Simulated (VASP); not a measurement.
Li, 2 atoms in the cell. Symmetry: P6_3/mmc, No. 194, hexagonal system. The conventional cell has a = 3.111 Å, b = 3.111 Å, c = 5.093 Å, α = 90.00°, β = 90.00°, γ = 120.00°. Within 4.1 Å of Li (site symmetry -6m2) lie 12 Li at 3.11 to 3.12 Å. 

```yaml
Program: VASP 6.6.1
Task: single point
Functional: PBEsol
Dispersion: D3(BJ)
Potentials_or_basis: VASP PAW PBE potentials, release 64 (Li_sv)
Cutoff: 520 eV
k_mesh: 8 × 8 × 4
Occupations: methfessel-paxton, width 0.05 eV
Spin: no spin polarisation
Dipole_correction: no
Further_INCAR_settings: ALGO = Normal; EDIFF = 1e-07; NBANDS = 10
```

Potentials or basis: VASP PAW PBE potentials, release 64 (Li_sv).

Launch:

```sh
$ cat potpaw_PBE.64/Li_sv/POTCAR > POTCAR
$ mpirun -np 1 vasp_std > vasp.out
```

Hardware: 1 thread of Intel Xeon 8259CL, with other jobs on the host.

Q: How long does it take, and how much memory?

A: Wall time 19 s on 1 thread of Intel Xeon 8259CL, with other jobs on the host, peak memory 0.16 GiB. Counts: scf iterations 12, k points 30.
